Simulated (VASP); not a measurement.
## TiH: single point with BLYP+D3(BJ)

Crystal: TiH.

```
Ti H
1.0
     0.00000    2.03254    2.03254
     2.03254    0.00000    2.03254
     2.03254    2.03254    0.00000
Ti H
1 1
Cartesian
  0.0000 0.0000 0.0000
  2.0325 2.0325 2.0325
```

```json
{
  "Program": "VASP 6.6.1",
  "Task": "single point",
  "Functional": "BLYP",
  "Dispersion": "D3(BJ)",
  "Potentials or basis": "VASP PAW PBE potentials, release 64 (Ti_sv, H)",
  "Cutoff": "520 eV",
  "k mesh": "11 × 11 × 11",
  "Occupations": "fermi-dirac, width 0.05 eV",
  "Spin": "no spin polarisation",
  "Dipole correction": "no",
  "Further INCAR settings": "ALGO = Normal; EDIFF = 1e-06; NBANDS = 14"
}
```

```yaml
Pressure: 0.1 GPa
Dispersion_energy_per_atom: -0.945 eV
```

Levels at points of the mesh, in eV from the Fermi level:
```
           k point  band 3  band 4  band 5  band 6  band 7  band 8  band 9  band 10
(0.00, 0.00, 0.00)  -32.45  -32.45   -9.84    0.60    0.60    0.60    2.33     2.33
```

Wall time 9.2 s on 1 thread of Intel(R) Xeon(R) 6975P-C (Granite Rapids) (shared host), peak memory 0.15 GiB.

Caveat: the PAW data sets were made with another functional, which shifts forces and pressure a little; pairwise dispersion overbinds metals, which lowers pressure and volume.
